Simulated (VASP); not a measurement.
## InSb: single point with PBE

Crystal: InSb.

```xyz
4
Lattice="4.6668 0.0000 0.0000 0.0000 4.6668 0.0000 0.0000 0.0000 5.1916" Properties=species:S:1:pos:R:3 pbc="T T T"
In    2.3334    0.0000    5.1871
In    0.0000    2.3334    0.0045
Sb    2.3334    2.3334    2.5958
Sb    0.0000    0.0000    2.5958
```

```json
{"Program": "VASP 6.6.1", "Task": "single point", "Functional": "PBE", "Potentials or basis": "VASP PAW PBE potentials, release 64 (In_d, Sb)", "Cutoff": "520 eV", "k mesh": "10 × 10 × 10", "Occupations": "gaussian, width 0.1 eV", "Spin": "no spin polarisation"}
```

* Pressure: -0.1 GPa
* Band gap on the k mesh: zero (band 18 reaches 8.19 eV, above the bottom of band 19 at 6.40 eV)

Forces on the atoms (eV/Å):
```
In   0.000  0.000  0.002
In   0.000  0.000 -0.002
Sb   0.000  0.000  0.000
Sb   0.000  0.000  0.000
```

Levels at points of the mesh, in eV from the Fermi level:
```
           k point  band 15  band 16  band 17  band 18  band 19  band 20  band 21  band 22
(0.00, 0.00, 0.00)    -3.37    -3.37    -1.90     0.68     1.86     1.86     2.39     2.39
(0.50, 0.00, 0.00)    -2.09    -2.09    -1.46    -1.46    -0.44    -0.44     3.97     3.97
(0.50, 0.50, 0.00)    -1.20    -1.20    -0.95    -0.95    -0.82    -0.82     0.84     0.84
(0.00, 0.00, 0.50)    -2.66    -1.37    -0.25    -0.25    -0.22     1.00     1.68     2.71
(0.50, 0.00, 0.50)    -1.13    -1.13    -0.84    -0.84     0.52     0.52     1.82     1.82
(0.50, 0.50, 0.50)    -4.46    -4.46    -3.88    -3.88     4.04     4.04     4.45     4.45
```

Run time: 3.3 min on 1 thread of Intel(R) Xeon(R) Platinum 8259CL CPU @ 2.50GHz (Skylake/Cascade Lake), with other jobs on the host, peak memory 0.45 GiB.

Caveat: spin-orbit coupling is left out, which moves the levels of the heavy elements.
